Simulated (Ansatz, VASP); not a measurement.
# Two plane-wave programs on Al2GaSb3

```
CELL_PARAMETERS angstrom
4.24427 -4.83382 0.00000
4.24427 4.83382 0.00000
0.00000 0.00000 5.40135
ATOMIC_POSITIONS crystal
Al 0.20781 0.20781 0.50000
Al 0.79219 0.79219 0.50000
Ga 0.50000 0.50000 0.50000
Sb 0.79506 0.20494 0.50000
Sb 0.20494 0.79506 0.50000
Sb 0.50000 0.50000 0.00000
```

Alike in both runs: functional PBE; k mesh 4 × 4 × 4; occupations gaussian, width 0.1 eV; no spin polarisation.

Ansatz relaxed the structure, and its values are those at the end. VASP's run is a single point on that final structure, the one shown.

|  | VASP | Ansatz |
| --- | --- | --- |
| version | VASP 6.6.1 | Ansatz 0.2.0 |
| potentials or method | VASP PAW PBE potentials, release 64 (Al, Ga_d, Sb), cutoff 520 eV | scalar-relativistic, plane waves, PAW |
| valence electrons in the cell | 34 | 64 |

VASP gave:

| Quantity | Value |
| --- | --- |
| gap on the k mesh at the Fermi level (eV) | none |
| pressure (GPa) | 0.1 |
| rms of the force components (eV/Å) | 0.015 |

Estimate Ansatz's values.

gap on the k mesh at the Fermi level (eV): none; pressure (GPa): 0.0; rms of the force components (eV/Å): 0.002.

A gap of «none» marks a metal or a gap that the smearing closes. VASP's potentials hold 34 valence electrons a cell and Ansatz's 64, so a difference there can come from the potentials and not from the codes.

Spin-orbit coupling is off throughout.
